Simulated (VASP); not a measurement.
A run of VASP 6.6.1 is set up as follows.

File INCAR:

```
PREC     = Accurate       # precision mode
ENCUT    = 520            # plane-wave cutoff, eV
EDIFF    = 1E-6           # SCF threshold, eV
ISMEAR   = 0              # smearing method
SIGMA    = 0.15           # smearing width, eV
LREAL    = F              # projectors in reciprocal space
LASPH    = T              # aspherical terms in the spheres
NELM     = 120            # most SCF steps
ALGO     = Normal         # electronic algorithm
ISIF     = 2              # what is computed and relaxed
LWAVE    = F              # write WAVECAR
LCHARG   = T              # write CHGCAR
GGA      = PE             # functional
IVDW     = 12             # dispersion correction
LELF     = T              # ELF
LVHAR    = T            
NBANDS   = 76             # bands
GGA_COMPAT= F            
NELMDL   = -8
```

Contents of KPOINTS:

```
Automatic mesh
0
Gamma
  3 3 1
```

Contents of POSCAR:

```
Sr12HO
1.0
    8.5984180000      0.0000000000      0.0000000000
    4.2992090000      7.4464490000      0.0000000000
    0.0000000000      0.0000000000     18.0205790000
Sr O H
12 1 1
Direct
    0.1666667136      0.1666666890      0.0554921127
    0.6666667136      0.1666666890      0.0554921127
    0.1666666890      0.6666666219      0.0554921127
    0.6666666890      0.6666666219      0.0554921127
   -0.1685898842      0.3379566556      0.2422045374
    0.3306357179      0.3379507467      0.2422085328
   -0.1693928996      0.8387994063      0.2306937530
    0.3292723812      0.8414634949      0.2427047988
   -0.0084991345      0.0194668627      0.4335182016
    0.4890046894      0.0194706228      0.4335331290
   -0.0169623120      0.5339033410      0.4277493526
    0.4917793091      0.5164191684      0.4237136332
   -0.1816771198      0.8633145812      0.4449617296
   -0.1900092464      0.8799627849      0.3897406404
```

Potentials or basis: VASP PAW PBE potentials, release 64 (Sr_sv, O, H).

Launch:

```console
$ cat potpaw_PBE.64/Sr_sv/POTCAR potpaw_PBE.64/O/POTCAR potpaw_PBE.64/H/POTCAR > POTCAR
$ mpirun -np 1 vasp_std > vasp.out
```

(1) Predict the dispersion energy per atom.

(2) Estimate the largest force.

(3) What does it give for the band gap on the k mesh?

Results:

(1) -0.134 eV.

(2) 0.164 eV/Å.

(3) zero (an odd number of electrons rules out a gap without spin polarisation).

Caveat: there is no dipole correction, which matters where the two faces differ.
